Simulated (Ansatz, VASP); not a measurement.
## One calculation of Zr, two programs

```
CELL_PARAMETERS angstrom
3.23923 0.00000 0.00000
-1.61962 2.80526 0.00000
0.00000 0.00000 5.17222
ATOMIC_POSITIONS crystal
Zr 0.33333 0.66667 0.25000
Zr 0.66667 0.33333 0.75000
```

Alike in both runs: task relaxation of cell and atoms; functional PBEsol; k mesh 15 × 15 × 8; occupations gaussian, width 0.1 eV; no spin polarisation.

|  | VASP | Ansatz |
| --- | --- | --- |
| version | VASP 6.6.1 | Ansatz 0.2.0 |
| potentials or method | VASP PAW PBE potentials, release 64 (Zr_sv), cutoff 600 eV | scalar-relativistic, plane waves, PAW |
| valence electrons in the cell | 24 | 24 |

```csv
,VASP,Ansatz,Ansatz less VASP
"gap on the k mesh at the Fermi level, each at its own relaxed structure (eV)",none,none,-
relaxed volume (Å³/atom),22.48,22.46,-0.024
relaxed length of the cell vector where the two differ most in proportion (Å),3.185,3.183,-0.0014
```

VASP's potentials were made for PBE, not for PBEsol. A gap of «none» marks a metal or a gap that the smearing closes.
